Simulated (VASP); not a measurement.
# Mg9O8 (a cell with a defect) in VASP: relaxation of the atoms with LDA

Aim: the relaxation of the atoms of Mg9O8 (a cell with a defect) with LDA.

All numbers are computed with VASP 6.6.1; they aren't measurements. Logs are shortened: lines on timing, memory, paths and dates and some standing lists are left out, and cuts for length are marked.

### 1 The cell of the first run

The cell holds a defect, 17 atoms: a = 6.155 Å, b = 6.155 Å, c = 6.155 Å, α = 60.00°, β = 60.00°, γ = 60.00°.

### 2 Relaxation of the atoms, LDA

File INCAR:

```
SYSTEM = Mg9O8
PREC     = Accurate       ! precision mode
ENCUT    = 520            ! plane-wave cutoff, eV
EDIFF    = 1E-7           ! SCF threshold, eV
ISMEAR   = -1             ! smearing method
SIGMA    = 0.02           ! smearing width, eV
LREAL    = .FALSE.        ! projectors in reciprocal space
LASPH    = .TRUE.         ! aspherical terms in the spheres
NELM     = 120            ! most SCF steps
ALGO     = Normal         ! electronic algorithm
ISIF     = 2              ! what is computed and relaxed
LWAVE    = .FALSE.        ! write WAVECAR
LCHARG   = .FALSE.        ! write CHGCAR
GGA      = CA             ! functional
IBRION   = 2              ! ionic algorithm
NSW      = 80             ! ionic steps
EDIFFG   = -0.03          ! ionic threshold
GGA_COMPAT= .FALSE.      
NELMIN   = 4
```

File KPOINTS:

```
Automatic mesh
0
G
  3 3 3
  0 0 0
```

File POSCAR:

```
Mg9O8
1.0
    0.0000000000      4.3520000000      4.3520000000
    4.3520000000      0.0000000000      4.3520000000
    4.3520000000      4.3520000000      0.0000000000
Mg O
9 8
Direct
    0.0000000000      0.0000000000      0.0000000000
    0.0000000000      0.0000000000      0.5000000000
    0.0000000000      0.5000000000      0.0000000000
    0.0000000000      0.5000000000      0.5000000000
    0.5000000000      0.0000000000      0.0000000000
    0.5000000000      0.0000000000      0.5000000000
    0.5000000000      0.5000000000      0.0000000000
    0.5000000000      0.5000000000      0.5000000000
   -0.1279030500      0.8833221600      0.8587424600
    0.2500000000      0.2500000000      0.2500000000
    0.2500000000      0.2500000000      0.7500000000
    0.2500000000      0.7500000000      0.2500000000
    0.2500000000      0.7500000000      0.7500000000
    0.7500000000      0.2500000000      0.2500000000
    0.7500000000      0.2500000000      0.7500000000
    0.7500000000      0.7500000000      0.2500000000
    0.7500000000      0.7500000000      0.7500000000
```

Potentials or basis: VASP PAW LDA potentials, release 64 (Mg, O).

Command:

```sh
cat potpaw_LDA.64/Mg/POTCAR potpaw_LDA.64/O/POTCAR > POTCAR
mpirun -np 1 vasp_std > vasp.out
```

OUTCAR:

```text
SYSTEM = Mg9O8
   PREC = Accurate
   ENCUT = 520
   EDIFF = 1E-7
   ISMEAR = -1
   LREAL = .FALSE.
   LASPH = .TRUE.
   NELM = 120
   ISIF = 2
   GGA = CA
   IBRION = 2
   NSW = 80
   EDIFFG = -0.03
   NELMIN = 4

 ion  position               nearest neighbor table
   1  0.000  0.000  0.000-   9 1.94  11 2.18  12 2.18  13 2.18  14 2.18  15 2.18  16 2.18   3 3.08
                             5 3.08   2 3.08   2 3.08   4 3.08   6 3.08   3 3.08   4 3.08   7 3.08
   2  0.000  0.000  0.500-   9 1.80  10 2.18  12 2.18  13 2.18  14 2.18  15 2.18  17 2.18   4 3.08
                             6 3.08   1 3.08   1 3.08   3 3.08   5 3.08   3 3.08   4 3.08   8 3.08
   3  0.000  0.500  0.000-   9 1.93  10 2.18  11 2.18  13 2.18  14 2.18  16 2.18  17 2.18   4 3.08
                             7 3.08   1 3.08   2 3.08   4 3.08   8 3.08   1 3.08   2 3.08   5 3.08
   4  0.000  0.500  0.500-  10 2.18  11 2.18  12 2.18  15 2.18  16 2.18  17 2.18   2 3.08   3 3.08
                             8 3.08   1 3.08   3 3.08   7 3.08   1 3.08   2 3.08   6 3.08   6 3.08
   5  0.500  0.000  0.000-   9 1.87  10 2.18  11 2.18  12 2.18  15 2.18  16 2.18  17 2.18   6 3.08
                             7 3.08   1 3.08   2 3.08   6 3.08   8 3.08   3 3.08   7 3.08   8 3.08
   6  0.500  0.000  0.500-  10 2.18  11 2.18  13 2.18  14 2.18  16 2.18  17 2.18   2 3.08   5 3.08
                             8 3.08   1 3.08   5 3.08   7 3.08   4 3.08   7 3.08   8 3.08   1 3.08
   7  0.500  0.500  0.000-  10 2.18  12 2.18  13 2.18  14 2.18  15 2.18  17 2.18   3 3.08   5 3.08
                             8 3.08   4 3.08   6 3.08   8 3.08   1 3.08   5 3.08   6 3.08   1 3.08
   8  0.500  0.500  0.500-  11 2.18  12 2.18  13 2.18  14 2.18  15 2.18  16 2.18   4 3.08   6 3.08
                             7 3.08   3 3.08   5 3.08   7 3.08   2 3.08   5 3.08   6 3.08   2 3.08
   9  0.872  0.883  0.859-   2 1.80  17 1.83  15 1.84   5 1.87  13 1.90   3 1.93   1 1.94  16 1.97
                             6 3.53   8 3.54   4 3.56   4 3.57   7 3.60   8 3.60   6 3.60   7 3.61
  10  0.250  0.250  0.250-   2 2.18   3 2.18   4 2.18   5 2.18   6 2.18   7 2.18
  11  0.250  0.250  0.750-   1 2.18   3 2.18   4 2.18   5 2.18   6 2.18   8 2.18
  12  0.250  0.750  0.250-   1 2.18   2 2.18   4 2.18   5 2.18   7 2.18   8 2.18
  13  0.250  0.750  0.750-   9 1.90   2 2.18   3 2.18   6 2.18   7 2.18   8 2.18   1 2.18
  14  0.750  0.250  0.250-   1 2.18   2 2.18   3 2.18   6 2.18   7 2.18   8 2.18
  15  0.750  0.250  0.750-   9 1.84   2 2.18   4 2.18   5 2.18   7 2.18   8 2.18   1 2.18
  16  0.750  0.750  0.250-   9 1.97   3 2.18   4 2.18   5 2.18   6 2.18   8 2.18   1 2.18
  17  0.750  0.750  0.750-   9 1.83   3 2.18   4 2.18   5 2.18   6 2.18   7 2.18   2 2.18

 -----------------------------------------------------------------------------
|                                                                             |
|           W    W    AA    RRRRR   N    N  II  N    N   GGGG   !!!           |
|           W    W   A  A   R    R  NN   N  II  NN   N  G    G  !!!           |
|           W    W  A    A  R    R  N N  N  II  N N  N  G       !!!           |
|           W WW W  AAAAAA  RRRRR   N  N N  II  N  N N  G  GGG   !            |
|           WW  WW  A    A  R   R   N   NN  II  N   NN  G    G                |
|           W    W  A    A  R    R  N    N  II  N    N   GGGG   !!!           |
|                                                                             |
|     The distance between some ions is very small. Please check the          |
|     nearest-neighbor list in the OUTCAR file.                               |
|     I HOPE YOU KNOW WHAT YOU ARE DOING!                                     |
|                                                                             |
 -----------------------------------------------------------------------------

  LATTYP: Found a face centered cubic cell.
 ALAT       =     8.7040000000

  Lattice vectors:

 A1 = (   0.0000000000,   4.3520000000,   4.3520000000)
 A2 = (   4.3520000000,   0.0000000000,   4.3520000000)
 A3 = (   4.3520000000,   4.3520000000,   0.0000000000)

Analysis of symmetry for initial positions (statically):
=====================================================================
 Subroutine PRICEL returns:
 Original cell was already a primitive cell.

 Routine SETGRP: Setting up the symmetry group for a
 face centered cubic supercell.

 Subroutine GETGRP returns: Found  1 space group operations
 (whereof  1 operations were pure point group operations)
 out of a pool of 48 trial point group operations.

The static configuration has the point symmetry C_1 .

Analysis of symmetry for dynamics (positions and initial velocities):
=====================================================================
 Subroutine PRICEL returns:
 Original cell was already a primitive cell.

 Routine SETGRP: Setting up the symmetry group for a
 face centered cubic supercell.

 Subroutine GETGRP returns: Found  1 space group operations
 (whereof  1 operations were pure point group operations)
 out of a pool of 48 trial point group operations.

The dynamic configuration has the point symmetry C_1 .

 Subroutine INISYM returns: Found  1 space group operations
[... 83 lines left out ...]
            Coordinates               Weight
  0.000000  0.000000  0.000000      1.000000
  0.333333  0.000000  0.000000      2.000000
  0.000000  0.333333  0.000000      2.000000
  0.000000  0.000000  0.333333      2.000000
  0.333333  0.333333  0.333333      2.000000
  0.333333  0.333333  0.000000      2.000000
  0.000000  0.333333  0.333333      2.000000
  0.333333  0.000000  0.333333      2.000000
 -0.333333  0.333333  0.000000      2.000000
  0.000000 -0.333333  0.333333      2.000000
  0.333333  0.000000 -0.333333      2.000000
  0.333333  0.333333 -0.333333      2.000000
 -0.333333  0.333333 -0.333333      2.000000
  0.333333 -0.333333 -0.333333      2.000000
   k-points           NKPTS =     14   k-points in BZ     NKDIM =     14   number of bands    NBANDS=     42
   number of dos      NEDOS =    301   number of ions     NIONS =     17
   total plane-waves  NPLWV = 110592
   dimension x,y,z NGX =    48 NGY =   48 NGZ =   48
   dimension x,y,z NGXF=    96 NGYF=   96 NGZF=   96
   ions per type =               9   8
   NGX,Y,Z   is equivalent  to a cutoff of  12.97, 12.97, 12.97 a.u.
   NGXF,Y,Z  is equivalent  to a cutoff of  25.93, 25.93, 25.93 a.u.
 SYSTEM =  Mg9O8
   PREC   = accura    normal or accurate (medium, high low for compatibility)
   ISTART =      0    job   : 0-new  1-cont  2-samecut
   ICHARG =      2    charge: 1-file 2-atom 10-const
   ISPIN  =      1    spin polarized calculation?
   LNONCOLLINEAR =      F non collinear calculations
   LSORBIT =      F    spin-orbit coupling
   LASPH  =      T    aspherical Exc in radial PAW
   ENCUT  =  520.0 eV  38.22 Ry    6.18 a.u.  11.44 11.44 11.44*2*pi/ulx,y,z
   NELM   =    120;   NELMIN=  4; NELMDL= -5     # of ELM steps
   EDIFF  = 0.1E-06   stopping-criterion for ELM
   LREAL  =      F    real-space projection
   EDIFFG = -.3E-01   stopping-criterion for IOM
   NSW    =     80    number of steps for IOM
   IBRION =      2    ionic relax: 0-MD 1-quasi-New 2-CG
   NFREE  =      1    steps in history (QN), initial steepest desc. (CG)
   ISIF   =      2    stress and relaxation
   ISYM   =      2    0-nonsym 1-usesym 2-fastsym
   POTIM  = 0.5000    time-step for ionic-motion
   TEBEG  =    0.0;   TEEND  =   0.0 temperature during run
   PSTRESS=    0.0 pullay stress
   NELECT =      66.0000    total number of electrons
   NUPDOWN=      -1.0000    fix difference up-down
   EMIN   =  10.00;   EMAX   =-10.00  energy-range for DOS
   EFERMI =   0.00;   METHOD = LEGACY
   ISMEAR =    -1;   SIGMA  =   0.02  broadening in eV -4-tet -1-fermi 0-gaus
   EFERMI_NEDOS =   21; number of points for ismear=-14 and -15
   IALGO  =     38    algorithm
   IMIX   =      4    mixing-type and parameters
     AMIX     =   0.40;   BMIX     =  1.00
     AMIX_MAG =   1.60;   BMIX_MAG =  1.00
  volume/ion in A,a.u.               =       9.70        65.44
  Fermi-wavevector in a.u.,A,eV,Ry     =   1.206583  2.280112 19.807945  1.455843
  Thomas-Fermi vector in A             =   2.342246
   LORBIT       =      0    0 simple, 1 ext, 2 COOP (PROOUT), +10 PAW based schemes
   GGA     = CA    functional components
   LHFCALC =     F    Hartree Fock is set to
   AEXX    =    0.0000 exact exchange contribution
   IVDW    =     0    specifies the selected vdW correction
   LEPSILON=     F    determine dielectric tensor
   LRPA    =     F    only Hartree local field effects (RPA)
 conjugate gradient relaxation of ions
 non-spin polarized calculation
  energy-cutoff  :      520.00
  volume of cell :      164.85
 maximum number of plane-waves:      4477
 NGX is ok and might be reduce to    48
   NGX = 23   NGY = 23   NGZ = 23

--------------------------------------- Ionic step        1  -------------------------------------------

 number of electron      65.9999962 magnetization

 Free energy of the ion-electron system (eV)
  ---------------------------------------------------
  ext. energy  EPLUGINS =         0.00000000
  ---------------------------------------------------
  free energy    TOTEN  =       -92.04490312 eV

  energy without entropy =      -92.04433443  energy(sigma->0) =      -92.04461877

------------------------ aborting loop because EDIFF is reached ----------------------------------------

  FORCE on cell =-STRESS in cart. coord.  units (eV):
  Direction    XX          YY          ZZ          XY          YZ          ZX
  --------------------------------------------------------------------------------------
  -------------------------------------------------------------------------------------
  Total       14.9634920     14.6056351     15.0039870      0.5753117     -0.7175174     -1.5374918
  in kB      145.4276152    141.9496658    145.8211796      5.5913562     -6.9734284    -14.9426194
  external PRESSURE =     144.3994869 kB  Pullay stress =       0.0000000 kB
[... 134 lines left out ...]
  FREE ENERGIE OF THE ION-ELECTRON SYSTEM (eV)
  ---------------------------------------------------
  free  energy   TOTEN  =       -97.5953342530 eV

  energy  without entropy=      -97.5869546084  energy(sigma->0) =      -97.59114443

[... ionic steps 4 to 52 ...]

--------------------------------------- Ionic step       53  -------------------------------------------

 number of electron      66.0000003 magnetization

------------------------ aborting loop because EDIFF is reached ----------------------------------------
[... 97 lines left out ...]
--------------------------------------- Ionic step       55  -------------------------------------------

 number of electron      66.0000002 magnetization

 Free energy of the ion-electron system (eV)
  ---------------------------------------------------
  ext. energy  EPLUGINS =         0.00000000
  ---------------------------------------------------
  free energy    TOTEN  =       -98.03245113 eV

  energy without entropy =      -98.03244172  energy(sigma->0) =      -98.03244643

 E-fermi :   8.3872     XC(G=0): -11.4305

 val. band max:        8.1882969637   @ k =   0.0000  -0.3333   0.3333
 cond. band min:       8.5847004046   @ k =   0.3333   0.0000   0.0000
 fundamental gap:      0.3964034409
 Fermi energy:         8.3872028059

 k-point     1 :       0.0000    0.0000    0.0000
  band No.  band energies     occupation
      1     -14.0793      2.00000
      2     -13.0531      2.00000
      3     -12.9288      2.00000
      4     -12.9248      2.00000
      5     -12.8720      2.00000
      6     -12.6431      2.00000
[... 663 lines left out ...]
  FREE ENERGIE OF THE ION-ELECTRON SYSTEM (eV)
  ---------------------------------------------------
  free  energy   TOTEN  =       -98.0324511323 eV

  energy  without entropy=      -98.0324417222  energy(sigma->0) =      -98.03244643

 reached required accuracy - stopping structural energy minimisation
```

Run time: 68 min. Hardware: 1 thread of Intel Xeon Platinum 8124M at 3.00GHz (Skylake/Cascade Lake), shared host; peak memory 0.29 GiB.

What came out:

| Quantity | Value |
| --- | --- |
| Free energy | -98.0325 eV |
| Energy gained by relaxing | 352.2 meV/atom |
| Ionic steps | 55 |
| Pressure after relaxing | 10.5 GPa |
| Largest force after relaxing | 0.025 eV/Å |
| Band gap on the k mesh | 0.40 eV |

Forces in eV/Å, atoms in the order of the input:
```
Mg  -0.004  0.002 -0.008
Mg  -0.009 -0.010  0.006
Mg   0.009  0.004  0.005
Mg   0.008 -0.001 -0.006
Mg  -0.006  0.008  0.008
Mg   0.003  0.006 -0.004
Mg   0.006  0.002 -0.007
Mg   0.004  0.003  0.000
Mg  -0.004 -0.001  0.001
O    0.009  0.013  0.008
O    0.000 -0.002  0.001
O   -0.005  0.011 -0.007
O    0.005 -0.012 -0.005
O    0.005  0.000 -0.005
O   -0.005 -0.003 -0.002
O   -0.015 -0.015  0.012
O   -0.001 -0.007  0.002
```

The path:
| step | energy change (eV) | largest force (eV/Å) | pressure (GPa) |
| --- | --- | --- | --- |
| 1 | 0.0000 | 10.4254 | 14.44 |
| 3 | -5.5504 | 0.7042 | 12.36 |
| 5 | -5.6535 | 0.4630 | 11.86 |
| 7 | -5.6911 | 0.1934 | 11.18 |
| 9 | -5.6973 | 0.1132 | 11.08 |
| 11 | -5.7041 | 0.1818 | 10.94 |
| 13 | -5.7106 | 0.0821 | 10.72 |
| 15 | -5.7113 | 0.0399 | 10.71 |
| 17 | -5.7117 | 0.0367 | 10.72 |
| 19 | -5.7147 | 0.0999 | 10.68 |
| 21 | -5.7311 | 0.4289 | 10.47 |
| 23 | -5.7328 | 0.4913 | 10.42 |
| 25 | -5.7334 | 0.5517 | 10.38 |
| 27 | -5.7335 | 0.5537 | 10.38 |
| 29 | -5.7338 | 0.5627 | 10.37 |
| 31 | -5.7346 | 0.5987 | 10.34 |
| 33 | -5.7348 | 0.6238 | 10.31 |
| 35 | -5.7375 | 0.6143 | 10.31 |
| 37 | -5.7492 | 0.5719 | 10.26 |
| 39 | -5.7848 | 0.4702 | 10.15 |
| 41 | -5.7951 | 0.5607 | 10.11 |
| 43 | -5.8723 | 0.5130 | 10.21 |
| 45 | -5.9421 | 0.3893 | 10.60 |
| 47 | -5.9663 | 0.2605 | 10.63 |
| 49 | -5.9844 | 0.1050 | 10.40 |
| 51 | -5.9868 | 0.0489 | 10.47 |
| 53 | -5.9872 | 0.0350 | 10.51 |
| 55 | -5.9875 | 0.0247 | 10.52 |

Final structure:
```yaml
crystal:
  lattice:
    - [0.00000, 4.35200, 4.35200]
    - [4.35200, 0.00000, 4.35200]
    - [4.35200, 4.35200, 0.00000]
  atoms:
    - { symbol: Mg, position: [0.00622, 0.00783, 0.01838] }
    - { symbol: Mg, position: [0.04321, 0.04427, 0.36819] }
    - { symbol: Mg, position: [0.00610, 0.46760, 0.01810] }
    - { symbol: Mg, position: [0.99245, 0.49550, 0.51619] }
    - { symbol: Mg, position: [0.46687, 0.00693, 0.01851] }
    - { symbol: Mg, position: [0.49493, 0.99269, 0.51663] }
    - { symbol: Mg, position: [0.49313, 0.49395, 0.01882] }
    - { symbol: Mg, position: [0.49489, 0.49525, 0.51698] }
    - { symbol: Mg, position: [0.90294, 0.90335, 0.79076] }
    - { symbol: O, position: [0.25690, 0.25804, 0.24119] }
    - { symbol: O, position: [0.24531, 0.24576, 0.76284] }
    - { symbol: O, position: [0.25676, 0.74336, 0.24161] }
    - { symbol: O, position: [0.26200, 0.72465, 0.78863] }
    - { symbol: O, position: [0.74200, 0.25788, 0.24203] }
    - { symbol: O, position: [0.72446, 0.26194, 0.78951] }
    - { symbol: O, position: [0.75952, 0.76016, 0.22039] }
    - { symbol: O, position: [0.72442, 0.72417, 0.78997] }
```
